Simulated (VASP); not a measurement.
Input of a VASP 6.6.1 run:

File INCAR:

```
SYSTEM = Ba2W3
ALGO = Normal
EDIFF = 1E-6
ENCUT = 520
GGA = PE
ISIF = 2
ISMEAR = 0
LASPH = .TRUE.
LCHARG = .FALSE.
LREAL = .FALSE.
LWAVE = .FALSE.
NBANDS = 39
NELM = 60
PREC = Accurate
SIGMA = 0.1
```

File KPOINTS:

```
k-points
0
G
  4 4 4
  0 0 0
```

File POSCAR:

```
Ba2W3
1.0
    4.9887369500      0.0000000000      0.0000000000
    0.0000000000      4.9887369500      0.0000000000
    0.0000000000      0.0000000000      4.9887369500
Ba W
2 3
Direct
    0.0000000000      0.0000000000      0.0000000000
    0.5000000000      0.5000000000      0.5000000000
    0.0000000000      0.5000000000      0.5000000000
    0.5000000000      0.0000000000      0.5000000000
    0.5000000000      0.5000000000      0.0000000000
```

Potentials or basis: VASP PAW PBE potentials, release 64 (Ba_sv, W_sv).

The run is started by

```bash
$ cat potpaw_PBE.64/Ba_sv/POTCAR potpaw_PBE.64/W_sv/POTCAR > POTCAR
$ mpirun -np 1 vasp_std > vasp.out
```

(1) Estimate the pressure.

(2) Predict the band gap on the k mesh.

## Answers

(1) 13.3 GPa.

(2) zero (bands 31 and 32 overlap by 0.71 eV).

Caveat: the cell stands under pressure; spin-orbit coupling is left out, which moves the levels of the heavy elements.
